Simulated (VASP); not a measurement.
# C (C2/m) in VASP: a series of runs, part 2 of 2

VASP 6.6.1. The steps go on from the part before.

**3. Single point, LDA**

File INCAR:

```
SYSTEM = C
PREC = Accurate
ENCUT = 520
EDIFF = 1E-7
ISMEAR = -1
SIGMA = 0.15
LREAL = .False.
LASPH = .True.
NELM = 80
ALGO = Normal
ISIF = 2
LWAVE = .False.
LCHARG = .True.
GGA = CA
LELF = .True.
LVHAR = .True.
NBANDS = 11
```

File KPOINTS:

```
Automatic mesh
0
Gamma
  14 14 9
  0 0 0
```

File POSCAR:

```
C
1.0
    2.1273200000     -1.2282820000      0.0000000000
    2.1273200000      1.2282820000      0.0000000000
   -1.3790700000      0.0000000000      3.5028300000
C
2
Direct
    0.8333560000      0.8333560000      0.0000930000
    0.1666440000      0.1666440000      0.9999070000
```

Potentials or basis: VASP PAW LDA potentials, release 64 (C).

Started as:

```
$ cat potpaw_LDA.64/C/POTCAR > POTCAR
$ mpirun -np 1 vasp_std > vasp.out
```

OUTCAR:

```text
SYSTEM = C
   PREC = Accurate
   ENCUT = 520
   EDIFF = 1E-7
   ISMEAR = -1
   LREAL = .False.
   LASPH = .True.
   NELM = 80
   ISIF = 2
   GGA = CA

 ion  position               nearest neighbor table
   1  0.833  0.833  0.000-   2 1.42   2 1.42   2 1.42
   2  0.167  0.167  1.000-   1 1.42   1 1.42   1 1.42

  LATTYP: Found a base centered monoclinic cell.
 ALAT       =     4.2546400000
 B/A-ratio  =     0.5773846906
 C/A-ratio  =     0.8848047021
 COS(beta)  =    -0.3663330234

  Lattice vectors:

 A1 = (   2.1273200000,  -1.2282820000,   0.0000000000)
 A2 = (   2.1273200000,   1.2282820000,   0.0000000000)
 A3 = (  -1.3790700000,   0.0000000000,   3.5028300000)

Analysis of symmetry for initial positions (statically):
=====================================================================
 Subroutine PRICEL returns:
 Original cell was already a primitive cell.

 Routine SETGRP: Setting up the symmetry group for a
 base centered monoclinic supercell.

 Subroutine GETGRP returns: Found  4 space group operations
 (whereof  4 operations were pure point group operations)
 out of a pool of  4 trial point group operations.

The static configuration has the point symmetry C_2h.

Analysis of symmetry for dynamics (positions and initial velocities):
[... 172 lines left out ...]
      6      12.6136      0.00000
      7      12.6160      0.00000
      8      15.6504      0.00000
      9      17.3881      0.00000
     10      26.7226      0.00000
     11      27.9802      0.00000
[... 309 lines left out ...]
 k-point    24 :       0.2857    0.1429    0.0000
  band No.  band energies     occupation
      1     -13.7588      2.00000
      2      -2.5348      2.00000
      3      -1.4238      2.00000
      4      -1.2653      2.00000
      5      10.2923      0.00000
      6      11.6136      0.00000
      7      13.8541      0.00000
      8      15.6693      0.00000
      9      20.5447      0.00000
     10      22.1045      0.00000
     11      27.8616      0.00000

 [... further k-points ...]

------------------------ aborting loop because EDIFF is reached ----------------------------------------

  FORCE on cell =-STRESS in cart. coord.  units (eV):
  Direction    XX          YY          ZZ          XY          YZ          ZX
  --------------------------------------------------------------------------------------
  -------------------------------------------------------------------------------------
  Total       -0.5048794     -0.5103266     -0.1313011      0.0000000      0.0000000     -0.0035987
  in kB      -44.1894207    -44.6661847    -11.4920901      0.0000000      0.0000000     -0.3149795
  external PRESSURE =     -33.4492318 kB  Pullay stress =       0.0000000 kB

 VOLUME and BASIS-vectors are now :
 -----------------------------------------------------------------------------
  energy-cutoff  :      520.00
  volume of cell :       18.31
      direct lattice vectors                 reciprocal lattice vectors
     2.127320000 -1.228282000  0.000000000     0.235037512 -0.407072643  0.092534660
     2.127320000  1.228282000  0.000000000     0.235037512  0.407072643  0.092534660
    -1.379070000  0.000000000  3.502830000     0.000000000  0.000000000  0.285483452

 POSITION                                       TOTAL-FORCE (eV/Angst)
 -----------------------------------------------------------------------------------
      3.54550      0.00000      0.00033         0.003838      0.000000     -0.000995
     -0.66993      0.00000      3.50250        -0.003838      0.000000      0.000995
 -----------------------------------------------------------------------------------
    total drift:                                0.000000      0.000000     -0.000000

  FREE ENERGIE OF THE ION-ELECTRON SYSTEM (eV)
  ---------------------------------------------------
  free  energy   TOTEN  =       -20.2198058203 eV

  energy  without entropy=      -20.2180472092  energy(sigma->0) =      -20.21892651
```

stdout:

```text
POSCAR found type information on POSCAR C
 POSCAR found :  1 types and       2 ions
 scaLAPACK will be used
 LDA part: xc-table for (Slater(with rela. corr.)+CA(PZ))
 , standard interpolation
 POSCAR, INCAR and KPOINTS ok, starting setup
 FFT: planning ... GRIDC
 FFT: planning ... GRID_SOFT
 FFT: planning ... GRID
 WAVECAR not read
 entering main loop
```

It took 1.9 min on 1 thread of Intel Xeon 8259CL, shared host; peak memory 0.17 GiB.

Results:

```yaml
Free_energy: -20.2198 eV
Pressure: -3.3 GPa
Largest_force: 0.004 eV/Å
```

Forces in eV/Å, atoms in the order of the input:
```
C    0.004  0.000 -0.001
C   -0.004  0.000  0.001
```

Stress tensor (GPa, compression positive):
```
-4.42  0.00 -0.03
 0.00 -4.47  0.00
-0.03  0.00 -1.15
```

Caveat: the cell stands under tension.

**4. Single point, PBEsol**

File INCAR:

```
SYSTEM = C
ALGO = Normal
EDIFF = 1E-6
ENCUT = 520
GGA = PS
ISIF = 2
ISMEAR = -1
LASPH = .True.
LCHARG = .False.
LREAL = .False.
LWAVE = .False.
NBANDS = 11
NELM = 80
PREC = Accurate
SIGMA = 0.15
```

File KPOINTS:

```
k-points
0
Gamma
  14 14 9
  0 0 0
```

POSCAR is that of step 3.

Potentials or basis: VASP PAW PBE potentials, release 64 (C).

Started as:

```
$ cat potpaw_PBE.64/C/POTCAR > POTCAR
$ mpirun -np 1 vasp_std > vasp.out
```

Run time: 1.7 min. Hardware: 1 thread of Intel Xeon 8259CL, shared host; peak memory 0.18 GiB.

Results (log left out):

```yaml
Free_energy: -19.2900 eV
Pressure: 1.5 GPa
Largest_force: 0.004 eV/Å
```

Forces in eV/Å, atoms in the order of the input:
```
C    0.004  0.000 -0.002
C   -0.004  0.000  0.002
```

Stress tensor (GPa, compression positive):
```
 2.16  0.00 -0.03
 0.00  2.12  0.00
-0.03  0.00  0.35
```

Caveat: this functional lacks dispersion, which binds layers or chains, so the pressure and a relaxed spacing across them are unreliable; the PAW data sets were made with another functional, which shifts forces and pressure a little.

**5. Summary**

| level | potentials or basis | pressure (GPa) |
| --- | --- | --- |
| BLYP | VASP PAW PBE potentials, release 64 (C) | 6.7 |
| LDA | VASP PAW LDA potentials, release 64 (C) | -3.3 |
| PBEsol | VASP PAW PBE potentials, release 64 (C) | 1.5 |

Alike in all rows: task single point; no spin polarisation; cell as given; k mesh 14 × 14 × 9; cutoff (eV) 520; smearing fermi-dirac 0.15 eV.

Caveats: this functional lacks dispersion, which binds layers or chains, so the pressure and a relaxed spacing across them are unreliable (at least some runs); the PAW data sets were made with another functional, which shifts forces and pressure a little (at least some runs); the cell stands under pressure (at least some runs); the cell stands under tension (at least some runs).

Absolute energies hang on the potentials; compare differences alone.
